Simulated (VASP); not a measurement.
Write the native input for VASP 6.6.1 that does the following.

* Task: single point
* Functional: LDA
* Potentials or basis: VASP PAW LDA potentials, release 64 (Sb)
* Cutoff: 520 eV
* k mesh: 8 × 8 × 8
* Occupations: fermi-dirac, width 0.05 eV
* Spin: no spin polarisation
* Dipole correction: no
* Further INCAR settings: ALGO = Normal; EDIFF = 1e-06; NBANDS = 8

The structure of Sb lies in POSCAR:

```
Sb
1.0
    3.1809277622      0.0000000000      0.0000000000
    0.0000000000      3.1809277622      0.0000000000
    0.0000000000      0.0000000000      3.1809277622
Sb
1
Direct
    0.0000000000      0.0000000000      0.0000000000
```

This cell differs from its parent crystal: volume scaled by 1.02.

These files were run (other wordings do the same):

INCAR

```
  ALGO = Normal
  EDIFF = 1E-6
  ENCUT = 520
  ISIF = 2
  ISMEAR = -1
  LASPH = True
  LCHARG = False
  LREAL = False
  LWAVE = False
  NBANDS = 8
  NELM = 100
  PREC = Accurate
  SIGMA = 0.05
```

KPOINTS

```
k-points
0
Gamma
  8 8 8
```

Potentials or basis: VASP PAW LDA potentials, release 64 (Sb).

Command:

```sh
$ cat potpaw_LDA.64/Sb/POTCAR > POTCAR
$ mpirun -np 1 vasp_std > vasp.out
```

Results of the run:

- Pressure: -6.4 GPa

Wall time 4.8 s on 1 thread of AMD EPYC 7R43 64-Core Processor (Zen 3) (shared host), peak memory 0.09 GiB.
